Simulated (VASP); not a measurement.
Input of a VASP 6.6.1 run:

INCAR

```
ALGO = Normal ; EDIFF = 1E-6
ENCUT = 520 ; GGA = RP
ISIF = 2 ; ISMEAR = -1
LASPH = True ; LCHARG = False
LREAL = False ; LWAVE = False
NBANDS = 25 ; NELM = 100
PREC = Accurate ; SIGMA = 0.1
```

KPOINTS

```
k-points
0
Gamma
  11 11 15
```

POSCAR

```
Zn
1.0
    4.5561106583      0.0000000000      0.0000000000
   -2.2780553291      3.9457075725      0.0000000000
    0.0000000000      0.0000000000      2.7309143585
Zn
3
Direct
    0.0000000000      1.0000000000      0.0000000000
    0.3333333333      0.6666666667      0.5000000000
    0.6666666667      0.3333333333      0.5000000000
```

Potentials or basis: VASP PAW PBE potentials, release 64 (Zn).

Command:

```bash
$ cat potpaw_PBE.64/Zn/POTCAR > POTCAR
$ mpirun -np 1 vasp_std > vasp.out
```

Problem. Predict the band gap on the k mesh.

Solution. Zero (band 18 reaches 6.83 eV, above the bottom of band 19 at 1.65 eV).

Problem. Estimate the pressure.

Solution. 0.1 GPa.

Stress tensor (GPa, compression positive):
```
0.13 0.00 0.00
0.00 0.13 0.00
0.00 0.00 0.02
```

Caveat: the PAW data sets were made with another functional, which shifts forces and pressure a little.
